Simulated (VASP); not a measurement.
Crystal: SbS.

```
Sb S
1.0
     3.72933    0.00000    0.00000
     0.00000    3.72933    0.00000
     0.00000    0.00000    3.72933
Sb S
1 1
Cartesian
  0.0000 0.0000 0.0000
  1.8647 1.8647 1.8647
```

```yaml
Program: VASP 6.6.1
Task: relaxation of cell and atoms
Functional: PBE
Potentials_or_basis: VASP PAW PBE potentials, release 64 (Sb, S)
Cutoff: 600 eV
k_mesh: 6 × 6 × 6
Occupations: gaussian, width 0.1 eV
Spin: no spin polarisation
```

At the start: pressure -10.0 GPa; volume 25.93 Å³/atom.

**Question.** How do energy, volume and symmetry change on relaxing?

**Answer.** Over 3 steps the energy falls by 183.5 meV/atom and the volume is 21.00 Å³/atom (-19.0 %); space group Pm-3m (No. 221, to 0.05 Å).

The path:
```tsv
step	energy change (eV)	largest force (eV/Å)	pressure (GPa)	volume (Å³)
1	0.0000	0.0000	-9.99	51.87
2	-0.3561	0.0000	2.62	40.65
3	-0.3670	0.0000	0.05	42.00
```

Final structure:
```
Sb S
1.0
     3.47602    0.00000    0.00000
     0.00000    3.47602    0.00000
     0.00000    0.00000    3.47602
Sb S
1 1
Direct
  0.00000 0.00000 0.00000
  0.50000 0.50000 0.50000
```

Caveat: the volume moved by over 15 % at a fixed basis, so the end points are rough.
